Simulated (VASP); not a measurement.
# Be (Fm-3m) in VASP: further runs

Be is run at these levels: PBEsol; tasks: single point.

Program: VASP 6.6.1. These are calculated values, not measurements. Logs are shortened: lines on timing, memory, paths and dates and some standing lists are left out, and cuts for length are marked.

## (1) The cell of the first run

Symmetry: Fm-3m, No. 225, cubic system. The conventional cell has a = 3.017 Å, b = 3.017 Å, c = 3.017 Å, α = 90.00°, β = 90.00°, γ = 90.00°. Within 2.8 Å of Be (site symmetry m-3m) lie 12 Be at 2.13 Å.

This isn't the form of Be at room conditions, which is hcp.

## (2) Single point, PBEsol (6.86 Å³/atom)

The input, INCAR:

```
  ALGO = Normal
  EDIFF = 1E-7
  ENCUT = 520
  GGA = PS
  ISIF = 2
  ISMEAR = -1
  LASPH = True
  LCHARG = True
  LELF = True
  LREAL = False
  LVHAR = True
  LWAVE = False
  NBANDS = 7
  NELM = 80
  PREC = Accurate
  SIGMA = 0.1
```

The input, KPOINTS:

```
k-points
0
Gamma
  28 28 28
```

The input, POSCAR:

```
Be
1.0
    0.0000000000      1.5084075285      1.5084075285
    1.5084075285      0.0000000000      1.5084075285
    1.5084075285      1.5084075285      0.0000000000
Be
1
Direct
    0.0000000000      0.0000000000      0.0000000000
```

Potentials or basis: VASP PAW PBE potentials, release 64 (Be).

Started as:

```
cat potpaw_PBE.64/Be/POTCAR > POTCAR
mpirun -np 1 vasp_std > vasp.out
```

OUTCAR:

```text
EDIFF = 1E-7
   ENCUT = 520
   GGA = PS
   ISIF = 2
   ISMEAR = -1
   LASPH = True
   LREAL = False
   NELM = 80
   PREC = Accurate

 ion  position               nearest neighbor table
   1  0.000  0.000  0.000-

  LATTYP: Found a face centered cubic cell.
 ALAT       =     3.0168150570

  Lattice vectors:

 A1 = (   0.0000000000,   1.5084075285,   1.5084075285)
 A2 = (   1.5084075285,   0.0000000000,   1.5084075285)
 A3 = (   1.5084075285,   1.5084075285,   0.0000000000)

Analysis of symmetry for initial positions (statically):
=====================================================================
 Subroutine PRICEL returns:
 Original cell was already a primitive cell.

 Routine SETGRP: Setting up the symmetry group for a
 face centered cubic supercell.

 Subroutine GETGRP returns: Found 48 space group operations
 (whereof 48 operations were pure point group operations)
 out of a pool of 48 trial point group operations.

The static configuration has the point symmetry O_h .

Analysis of symmetry for dynamics (positions and initial velocities):
=====================================================================
 Subroutine PRICEL returns:
 Original cell was already a primitive cell.

 Routine SETGRP: Setting up the symmetry group for a
 face centered cubic supercell.

 Subroutine GETGRP returns: Found 48 space group operations
 (whereof 48 operations were pure point group operations)
 out of a pool of 48 trial point group operations.

The dynamic configuration has the point symmetry O_h .

 Subroutine INISYM returns: Found 48 space group operations
 (whereof 48 operations are pure point group operations),
 and found     1 'primitive' translations

----------------------------------------------------------------------------------------

                                     Primitive cell

  volume of cell :       6.8641

  direct lattice vectors                    reciprocal lattice vectors
     0.000000000  1.508407529  1.508407529    -0.331475407  0.331475407  0.331475407
     1.508407529  0.000000000  1.508407529     0.331475407 -0.331475407  0.331475407
     1.508407529  1.508407529  0.000000000     0.331475407  0.331475407 -0.331475407

  length of vectors
     2.133210384  2.133210384  2.133210384     0.574132247  0.574132247  0.574132247

  position of ions in fractional coordinates (direct lattice)
     0.000000000  0.000000000  0.000000000

  ion indices of the primitive-cell ions
   primitive index   ion index
                 1           1

----------------------------------------------------------------------------------------

 KPOINTS: k-points

Automatic generation of k-mesh.
 Grid dimensions read from file:
 generate k-points for:   28   28   28

 Generating k-lattice:

  Cartesian coordinates                     Fractional coordinates (reciprocal lattice)
    -0.011838407  0.011838407  0.011838407     0.035714286  0.000000000  0.000000000
     0.011838407 -0.011838407  0.011838407     0.000000000  0.035714286  0.000000000
     0.011838407  0.011838407 -0.011838407     0.000000000  0.000000000  0.035714286

  Length of vectors
     0.020504723  0.020504723  0.020504723

  Shift w.r.t. Gamma in fractional coordinates (k-lattice)
     0.000000000  0.000000000  0.000000000

 Subroutine IBZKPT returns following result:
 ===========================================

 Found    624 irreducible k-points:

 Following reciprocal coordinates:
            Coordinates               Weight
  0.000000  0.000000  0.000000      1.000000
  0.035714  0.000000  0.000000      8.000000
  0.071429  0.000000  0.000000      8.000000
  0.107143  0.000000  0.000000      8.000000
  0.142857  0.000000  0.000000      8.000000
  0.178571  0.000000  0.000000      8.000000
[... 16 lines left out ...]
  0.285714  0.035714  0.000000     24.000000
  0.321429  0.035714  0.000000     24.000000
 [... further k-points ...]
   k-points           NKPTS =    624   k-points in BZ     NKDIM =    624   number of bands    NBANDS=      7
   number of dos      NEDOS =    301   number of ions     NIONS =      1
   total plane-waves  NPLWV =   4096
   dimension x,y,z NGX =    16 NGY =   16 NGZ =   16
   dimension x,y,z NGXF=    32 NGYF=   32 NGZF=   32
   ions per type =               1
   NGX,Y,Z   is equivalent  to a cutoff of  12.47, 12.47, 12.47 a.u.
   NGXF,Y,Z  is equivalent  to a cutoff of  24.94, 24.94, 24.94 a.u.
 SYSTEM =  unknown system
   PREC   = accura    normal or accurate (medium, high low for compatibility)
   ISTART =      0    job   : 0-new  1-cont  2-samecut
   ICHARG =      2    charge: 1-file 2-atom 10-const
   ISPIN  =      1    spin polarized calculation?
   LNONCOLLINEAR =      F non collinear calculations
   LSORBIT =      F    spin-orbit coupling
   LASPH  =      T    aspherical Exc in radial PAW
   ENCUT  =  520.0 eV  38.22 Ry    6.18 a.u.   3.97  3.97  3.97*2*pi/ulx,y,z
   NELM   =     80;   NELMIN=  2; NELMDL= -5     # of ELM steps
   EDIFF  = 0.1E-06   stopping-criterion for ELM
   LREAL  =      F    real-space projection
   EDIFFG = 0.1E-05   stopping-criterion for IOM
   NSW    =      0    number of steps for IOM
   IBRION =     -1    ionic relax: 0-MD 1-quasi-New 2-CG
   NFREE  =      0    steps in history (QN), initial steepest desc. (CG)
   ISIF   =      2    stress and relaxation
   ISYM   =      2    0-nonsym 1-usesym 2-fastsym
   POTIM  = 0.5000    time-step for ionic-motion
   TEBEG  =    0.0;   TEEND  =   0.0 temperature during run
   PSTRESS=    0.0 pullay stress
   NELECT =       2.0000    total number of electrons
   NUPDOWN=      -1.0000    fix difference up-down
   EMIN   =  10.00;   EMAX   =-10.00  energy-range for DOS
   EFERMI =   0.00;   METHOD = LEGACY
   ISMEAR =    -1;   SIGMA  =   0.10  broadening in eV -4-tet -1-fermi 0-gaus
   EFERMI_NEDOS =   21; number of points for ismear=-14 and -15
   IALGO  =     38    algorithm
   IMIX   =      4    mixing-type and parameters
     AMIX     =   0.40;   BMIX     =  1.00
     AMIX_MAG =   1.60;   BMIX_MAG =  1.00
  volume/ion in A,a.u.               =       6.86        46.32
  Fermi-wavevector in a.u.,A,eV,Ry     =   1.085316  2.050950 16.026445  1.177910
  Thomas-Fermi vector in A             =   2.221427
   LORBIT       =      0    0 simple, 1 ext, 2 COOP (PROOUT), +10 PAW based schemes
   GGA     = PS    functional components
   LHFCALC =     F    Hartree Fock is set to
   AEXX    =    0.0000 exact exchange contribution
   IVDW    =     0    specifies the selected vdW correction
   LEPSILON=     F    determine dielectric tensor
   LRPA    =     F    only Hartree local field effects (RPA)
 non-spin polarized calculation
  energy-cutoff  :      520.00
  volume of cell :        6.86
 maximum number of plane-waves:       200
   NGX =  7   NGY =  7   NGZ =  7

 number of electron       2.0000000 magnetization

 Free energy of the ion-electron system (eV)
  ---------------------------------------------------
  ext. energy  EPLUGINS =         0.00000000
  ---------------------------------------------------
  free energy    TOTEN  =        -3.86669153 eV

  energy without entropy =       -3.86489604  energy(sigma->0) =       -3.86579379

 E-fermi :   8.8150     XC(G=0): -11.0851

 val. band max:        8.8007103281   @ k =  -0.2857   0.4643   0.1786
 cond. band min:       8.9585719313   @ k =  -0.2500   0.4643   0.2143
 fundamental gap:      0.1578616032
 Fermi energy:         8.8149782256

 k-point     1 :       0.0000    0.0000    0.0000
  band No.  band energies     occupation
      1      -3.8989      2.00000
      2      30.4581      0.00000
      3      30.4581      0.00000
      4      30.4581      0.00000
      5      40.5360      0.00000
      6      40.5360      0.00000
      7      40.5360      0.00000

 k-point     2 :       0.0357    0.0000    0.0000
  band No.  band energies     occupation
      1      -3.8548      2.00000
      2      30.0575      0.00000
      3      30.3706      0.00000
      4      30.3706      0.00000
      5      39.7816      0.00000
      6      40.7013      0.00000
      7      40.7013      0.00000

 k-point     3 :       0.0714    0.0000    0.0000
  band No.  band energies     occupation
      1      -3.7225      2.00000
      2      28.9208      0.00000
      3      30.1288      0.00000
      4      30.1288      0.00000
      5      38.9854      0.00000
      6      41.1605      0.00000
      7      41.1605      0.00000

 k-point     4 :       0.1071    0.0000    0.0000
  band No.  band energies     occupation
      1      -3.5020      2.00000
      2      27.2462      0.00000
      3      29.7811      0.00000
      4      29.7811      0.00000
      5      38.6753      0.00000
      6      41.8021      0.00000
      7      41.8021      0.00000

 k-point     5 :       0.1429    0.0000    0.0000
  band No.  band energies     occupation
      1      -3.1933      2.00000
      2      25.2736      0.00000
      3      29.3807      0.00000
      4      29.3807      0.00000
      5      38.7579      0.00000
      6      42.4065      0.00000
      7      42.4065      0.00000

 k-point     6 :       0.1786    0.0000    0.0000
  band No.  band energies     occupation
      1      -2.7966      2.00000
      2      23.1796      0.00000
      3      28.9705      0.00000
      4      28.9705      0.00000
      5      39.1038      0.00000
      6      42.6031      0.00000
      7      42.6031      0.00000

 k-point     7 :       0.2143    0.0000    0.0000
  band No.  band energies     occupation
      1      -2.3128      2.00000
      2      21.0689      0.00000
      3      28.5803      0.00000
      4      28.5803      0.00000
      5      39.6065      0.00000
      6      42.1669      0.00000
      7      42.1669      0.00000

 k-point     8 :       0.2500    0.0000    0.0000
  band No.  band energies     occupation
      1      -1.7439      2.00000
      2      19.0019      0.00000
      3      28.2288      0.00000
      4      28.2288      0.00000
      5      40.1391      0.00000
      6      41.3447      0.00000
      7      41.3447      0.00000

 k-point     9 :       0.2857    0.0000    0.0000
  band No.  band energies     occupation
      1      -1.0938      2.00000
      2      17.0163      0.00000
      3      27.9260      0.00000
      4      27.9260      0.00000
      5      40.4272      0.00000
      6      40.4272      0.00000
      7      40.4696      0.00000

 k-point    10 :       0.3214    0.0000    0.0000
  band No.  band energies     occupation
      1      -0.3701      2.00000
      2      15.1404      0.00000
      3      27.6764      0.00000
      4      27.6764      0.00000
      5      39.5569      0.00000
      6      39.5569      0.00000
      7      40.3789      0.00000

 k-point    11 :       0.3571    0.0000    0.0000
  band No.  band energies     occupation
      1       0.4119      2.00000
      2      13.4026      0.00000
      3      27.4800      0.00000
      4      27.4800      0.00000
      5      38.7973      0.00000
      6      38.7973      0.00000
      7      40.0323      0.00000
[... 51 lines left out ...]
 k-point    17 :       0.0714    0.0357    0.0000
  band No.  band energies     occupation
      1      -3.7372      2.00000
      2      29.2830      0.00000
      3      29.6746      0.00000
      4      30.4611      0.00000
      5      38.3604      0.00000
      6      41.4006      0.00000
      7      41.6085      0.00000

 k-point    18 :       0.1071    0.0357    0.0000
  band No.  band energies     occupation
      1      -3.5459      2.00000
      2      27.8103      0.00000
      3      29.2024      0.00000
      4      30.3283      0.00000
      5      38.0002      0.00000
      6      41.8083      0.00000
      7      42.3558      0.00000

 k-point    19 :       0.1429    0.0357    0.0000
  band No.  band energies     occupation
      1      -3.2664      2.00000
      2      25.9397      0.00000
      3      28.7155      0.00000
      4      30.0696      0.00000
      5      38.0598      0.00000
      6      42.2327      0.00000
      7      43.0876      0.00000

 k-point    20 :       0.1786    0.0357    0.0000
  band No.  band energies     occupation
      1      -2.8987      2.00000
      2      23.8853      0.00000
      3      28.2499      0.00000
      4      29.7335      0.00000
      5      38.3791      0.00000
      6      42.2255      0.00000
      7      43.5032      0.00000

 k-point    21 :       0.2143    0.0357    0.0000
  band No.  band energies     occupation
      1      -2.4435      2.00000
      2      21.7796      0.00000
      3      27.8298      0.00000
      4      29.3633      0.00000
      5      38.7742      0.00000
      6      41.6227      0.00000
      7      43.3085      0.00000

 k-point    22 :       0.2500    0.0357    0.0000
  band No.  band energies     occupation
      1      -1.9022      2.00000
      2      19.6975      0.00000
      3      27.4702      0.00000
      4      28.9887      0.00000
      5      38.9042      0.00000
      6      41.1904      0.00000
      7      42.6004      0.00000

 k-point    23 :       0.2857    0.0357    0.0000
  band No.  band energies     occupation
      1      -1.2779      2.00000
      2      17.6839      0.00000
      3      27.1801      0.00000
      4      28.6273      0.00000
      5      38.4628      0.00000
      6      41.4156      0.00000
      7      41.6819      0.00000

 k-point    24 :       0.3214    0.0357    0.0000
  band No.  band energies     occupation
      1      -0.5766      2.00000
      2      15.7697      0.00000
      3      26.9637      0.00000
      4      28.2881      0.00000
      5      37.7812      0.00000
      6      40.7429      0.00000
      7      41.7902      0.00000

 [... further k-points ...]

------------------------ aborting loop because EDIFF is reached ----------------------------------------

  FORCE on cell =-STRESS in cart. coord.  units (eV):
  Direction    XX          YY          ZZ          XY          YZ          ZX
  --------------------------------------------------------------------------------------
  -------------------------------------------------------------------------------------
  Total        0.8519323      0.8519323      0.8519323      0.0000000      0.0000000     -0.0000000
  in kB      198.8518315    198.8518315    198.8518315      0.0000000      0.0000000     -0.0000000
  external PRESSURE =     198.8518315 kB  Pullay stress =       0.0000000 kB

 VOLUME and BASIS-vectors are now :
 -----------------------------------------------------------------------------
  energy-cutoff  :      520.00
  volume of cell :        6.86
      direct lattice vectors                 reciprocal lattice vectors
     0.000000000  1.508407529  1.508407529    -0.331475407  0.331475407  0.331475407
     1.508407529  0.000000000  1.508407529     0.331475407 -0.331475407  0.331475407
     1.508407529  1.508407529  0.000000000     0.331475407  0.331475407 -0.331475407

 POSITION                                       TOTAL-FORCE (eV/Angst)
 -----------------------------------------------------------------------------------
      0.00000      0.00000      0.00000         0.000000      0.000000      0.000000
 -----------------------------------------------------------------------------------
    total drift:                               -0.000000     -0.000000     -0.000000

  FREE ENERGIE OF THE ION-ELECTRON SYSTEM (eV)
  ---------------------------------------------------
  free  energy   TOTEN  =        -3.8666915342 eV

  energy  without entropy=       -3.8648960387  energy(sigma->0) =       -3.86579379
```

It took 21 s on 1 thread of Intel Xeon 8259CL, shared host; peak memory 0.13 GiB.

What came out:

```yaml
Free_energy: -3.8667 eV
Pressure: 19.9 GPa
Band_gap_on_the_k_mesh: zero (bands 1 and 2 overlap by 1.38 eV)
```

Caveat: the cell stands under pressure; the PAW data sets were made with another functional, which shifts forces and pressure a little.

## (3) Single point, PBEsol (7.18 Å³/atom)

This run uses another cell than the first one, of 7.18 Å³/atom.

The input, INCAR:

```
PREC = Accurate
ENCUT = 520
EDIFF = 1E-6
ISMEAR = -1
SIGMA = 0.1
LREAL = False
LASPH = True
NELM = 100
ALGO = Normal
ISIF = 2
LWAVE = False
LCHARG = False
GGA = PS
NBANDS = 7
```

The input, KPOINTS:

```
regular mesh
0
Gamma
  28 28 28
```

The input, POSCAR:

```
Be
1.0
    0.0000000000      1.5309243934      1.5309243934
    1.5309243934      0.0000000000      1.5309243934
    1.5309243934      1.5309243934      0.0000000000
Be
1
Direct
    0.0000000000      0.0000000000      0.0000000000
```

Potentials or basis: VASP PAW PBE potentials, release 64 (Be).

Started as:

```
cat potpaw_PBE.64/Be/POTCAR > POTCAR
mpirun -np 1 vasp_std > vasp.out
```

Run time: 19 s. Hardware: 1 thread of Intel Xeon 8259CL, shared host; peak memory 0.13 GiB.

It converged, with:

```
Free energy            : -3.8977 eV
Pressure               : 12.2 GPa
Band gap on the k mesh : zero (bands 1 and 2 overlap by 1.33 eV)
```

Levels at points of the mesh, in eV from the Fermi level:
```tsv
k point	band 1	band 2	band 3	band 4	band 5	band 6
(0.00, 0.00, 0.00)	-12.45	20.90	20.90	20.90	30.84	30.84
(0.50, 0.00, 0.00)	-5.75	0.28	17.72	17.72	27.77	27.77
(0.50, 0.50, 0.00)	-2.93	4.18	10.16	10.16	15.98	24.83
```

Caveat: the cell stands under pressure; the PAW data sets were made with another functional, which shifts forces and pressure a little.

## (4) Single point, PBEsol (7.49 Å³/atom)

This run uses another cell than the first one, of 7.49 Å³/atom.

The input, INCAR:

```
SYSTEM = Be
ALGO = Normal
EDIFF = 1E-6
ENCUT = 520
GGA = PS
ISIF = 2
ISMEAR = -1
LASPH = .TRUE.
LCHARG = .FALSE.
LREAL = .FALSE.
LWAVE = .FALSE.
NBANDS = 7
NELM = 100
PREC = Accurate
SIGMA = 0.1
```

The input, KPOINTS:

```
k-points
0
G
  28 28 28
  0 0 0
```

The input, POSCAR:

```
Be
1.0
    0.0000000000      1.5527976971      1.5527976971
    1.5527976971      0.0000000000      1.5527976971
    1.5527976971      1.5527976971      0.0000000000
Be
1
Direct
    0.0000000000      0.0000000000      0.0000000000
```

Started as:

```
cat potpaw_PBE.64/Be/POTCAR > POTCAR
mpirun -np 1 vasp_std > vasp.out
```

Wall time 17 s (1 thread of Intel Xeon 8259CL, shared host); peak memory 0.13 GiB.

The run converged. Its results:

- Free energy: -3.9149 eV
- Pressure: 5.7 GPa
- Band gap on the k mesh: zero (bands 1 and 2 overlap by 1.30 eV)

Levels at points of the mesh, in eV from the Fermi level:
| k point | band 1 | band 2 | band 3 | band 4 | band 5 |
| --- | --- | --- | --- | --- | --- |
| (0.00, 0.00, 0.00) | -12.18 | 20.22 | 20.22 | 20.22 | 30.04 |
| (0.50, 0.00, 0.00) | -5.55 | 0.16 | 17.15 | 17.15 | 27.07 |
| (0.50, 0.50, 0.00) | -2.81 | 4.03 | 9.86 | 9.86 | 15.61 |

Caveat: the cell stands under pressure; the PAW data sets were made with another functional, which shifts forces and pressure a little.

## (5) Overview

| cell | gap on the mesh (eV) | pressure (GPa) |
| --- | --- | --- |
| a = 2.133 Å, angles 60.0°, 1 atom | none | 19.9 |
| a = 2.165 Å, angles 60.0°, 1 atom | none | 12.2 |
| a = 2.196 Å, angles 60.0°, 1 atom | none | 5.7 |

Alike in all rows: task single point; level PBEsol; potentials or basis VASP PAW PBE potentials, release 64 (Be); no spin polarisation; k mesh 28 × 28 × 28; cutoff (eV) 520; smearing fermi-dirac 0.1 eV.

Caveats: the cell stands under pressure; the PAW data sets were made with another functional, which shifts forces and pressure a little.

Total energies depend on the potentials used, so only differences within one code and one set of settings carry meaning.
